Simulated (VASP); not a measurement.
Set up this calculation in VASP 6.6.1, as the native input.

- Task: density of states
- Functional: PBE
- Potentials or basis: VASP PAW PBE potentials, release 64 (In_d, W_sv)
- Cutoff: 400 eV
- k mesh: 8 × 8 × 8
- Occupations: fermi-dirac, width 0.1 eV
- Spin: no spin polarisation
- Dipole correction: no
- k mesh for the DOS: 12 × 12 × 12
- Occupations for the DOS: tetrahedron
- Further INCAR settings: ALGO = Normal; EDIFF = 1e-06; NBANDS = 34

In3W:

```
In W
1.0
     4.44991    0.00000    0.00000
     0.00000    4.44991    0.00000
     0.00000    0.00000    4.44991
In W
3 1
Direct
  0.00000 0.50000 0.50000
  0.50000 0.00000 0.50000
  0.50000 0.50000 0.00000
  0.00000 0.00000 0.00000
```

The input as run:

POSCAR

```
In3W
1.0
    4.4499120000      0.0000000000      0.0000000000
    0.0000000000      4.4499120000      0.0000000000
    0.0000000000      0.0000000000      4.4499120000
In W
3 1
Direct
    0.0000000000      0.5000000000      0.5000000000
    0.5000000000      0.0000000000      0.5000000000
    0.5000000000      0.5000000000      0.0000000000
    0.0000000000      0.0000000000      0.0000000000
```

INCAR.step1

```
SYSTEM = In3W
PREC     = Accurate       ! precision mode
ENCUT    = 400            ! plane-wave cutoff, eV
EDIFF    = 1E-6           ! SCF threshold, eV
ISMEAR   = -1             ! smearing method
SIGMA    = 0.1            ! smearing width, eV
LREAL    = .False.        ! projectors in reciprocal space
LASPH    = .True.         ! aspherical terms in the spheres
NELM     = 120            ! most SCF steps
ALGO     = Normal         ! electronic algorithm
ISIF     = 2              ! what is computed and relaxed
LWAVE    = .False.        ! write WAVECAR
LCHARG   = .True.         ! write CHGCAR
LMAXMIX  = 4              ! l up to which the mixer works
GGA      = PE             ! functional
NBANDS   = 34             ! bands
GGA_COMPAT= .False.      
NEDOS    = 2001           ! points of the DOS
LORBIT   = 11             ! projections on sites
```

KPOINTS.step1

```
Automatic mesh
0
Gamma
  8 8 8
  0 0 0
```

INCAR.step2

```
SYSTEM = In3W
PREC     = Accurate       ! precision mode
ENCUT    = 400            ! plane-wave cutoff, eV
EDIFF    = 1E-6           ! SCF threshold, eV
ISMEAR   = -5             ! smearing method
SIGMA    = 0.1            ! smearing width, eV
LREAL    = .False.        ! projectors in reciprocal space
LASPH    = .True.         ! aspherical terms in the spheres
NELM     = 120            ! most SCF steps
ALGO     = Normal         ! electronic algorithm
ISIF     = 2              ! what is computed and relaxed
LWAVE    = .False.        ! write WAVECAR
LCHARG   = .False.        ! write CHGCAR
LMAXMIX  = 4              ! l up to which the mixer works
GGA      = PE             ! functional
LORBIT   = 10             ! projections on sites
NBANDS   = 34             ! bands
NEDOS    = 2001           ! points of the DOS
ICHARG   = 11             ! starting density
GGA_COMPAT= .False.
```

KPOINTS.step2

```
Automatic mesh
0
Gamma
  12 12 12
  0 0 0
```

Potentials or basis: VASP PAW PBE potentials, release 64 (In_d, W_sv).

Run with:

```console
$ cat potpaw_PBE.64/In_d/POTCAR potpaw_PBE.64/W_sv/POTCAR > POTCAR
$ cp INCAR.step1 INCAR
$ cp KPOINTS.step1 KPOINTS
$ mpirun -np 1 vasp_std > vasp.out
$ cp INCAR.step2 INCAR
$ cp KPOINTS.step2 KPOINTS
$ mpirun -np 1 vasp_std > vasp.out
```

It gave:

The valence electrons inside the program's atomic spheres are In 11.42; W 11.73.

Caveat: spin-orbit coupling is left out, which moves the levels of the heavy elements.

Run time: 2.6 min on 1 thread of Intel Xeon 6975P-C, with other jobs on the host, peak memory 0.26 GiB.
